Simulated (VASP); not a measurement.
A run of VASP 6.6.1 is set up as follows.

Contents of INCAR:

```
PREC = Accurate ; ENCUT = 500
EDIFF = 1E-6 ; ISMEAR = -1
SIGMA = 0.05 ; LREAL = False
LASPH = True ; NELM = 200
ALGO = Normal ; ISIF = 2
LWAVE = False ; LCHARG = False
ISPIN = 2 ; MAGMOM = 0.423 0.423
LORBIT = 11 ; LMAXMIX = 4
GGA = B5 ; ALDAX = 1.0
AGGAX = 1.0 ; AGGAC = 1.0
ALDAC = 0.0 ; NBANDS = 21
GGA_COMPAT = False
```

The input KPOINTS:

```
regular mesh
0
Gamma
  10 10 10
```

POSCAR

```
Pd
1.0
    0.0000000000      2.8412074522      2.8412074522
    2.8412074522      0.0000000000      2.8412074522
    2.8412074522      2.8412074522      0.0000000000
Pd
2
Direct
    0.1250000000      0.1250000000      0.1250000000
    0.8750000000      0.8750000000      0.8750000000
```

Potentials or basis: VASP PAW PBE potentials, release 64 (Pd).

Launch:

```sh
$ cat potpaw_PBE.64/Pd/POTCAR > POTCAR
$ mpirun -np 1 vasp_std > vasp.out
```

Task: Estimate the pressure.

Result: 10.1 GPa.

Task: Estimate the site moments.

Result: Pd +0.44 μB.

Caveat: the cell stands under pressure; the PAW data sets were made with another functional, which shifts forces and pressure a little.
